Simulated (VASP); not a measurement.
Input of a VASP 6.6.1 run:

INCAR

```
ALGO = Normal
EDIFF = 1E-6
ENCUT = 600
GGA = PE
GGA_COMPAT = F
ISIF = 2
ISMEAR = -1
ISPIN = 2
LASPH = T
LCHARG = F
LMAXMIX = 6
LORBIT = 11
LREAL = F
LWAVE = F
MAGMOM = 7 0
NBANDS = 22
NELM = 200
PREC = Accurate
SIGMA = 0.15
```

The input KPOINTS:

```
k-points
0
Gamma
  3 3 3
```

The input POSCAR:

```
GdN
1.0
    0.0000000000      2.4662256384      2.4662256384
    2.4662256384      0.0000000000      2.4662256384
    2.4662256384      2.4662256384      0.0000000000
Gd N
1 1
Direct
    0.0000000000      0.0000000000      0.0000000000
    0.4183673469      0.4183673469     -0.4183673469
```

Potentials or basis: VASP PAW PBE potentials, release 64 (Gd, N).

Command:

```bash
$ cat potpaw_PBE.64/Gd/POTCAR potpaw_PBE.64/N/POTCAR > POTCAR
$ mpirun -np 1 vasp_std > vasp.out
```

Problem. What does it give for the pressure?

Solution. 13.2 GPa.

Problem. Estimate the site moments.

Solution. Gd +6.79; N -0.07 μB.

Forces on the atoms (eV/Å):
```
Gd   0.000  0.000 -2.639
N    0.000  0.000  2.639
```

Caveat: the k points lie up to 0.74 Å⁻¹ apart; a cell with one magnetic atom can't hold antiferromagnetic order, which such compounds often take; forces of over 1 eV/Å act on the atoms, so gaps and moduli don't describe the material at rest. The state reached can hang on the start; a lower one may exist.
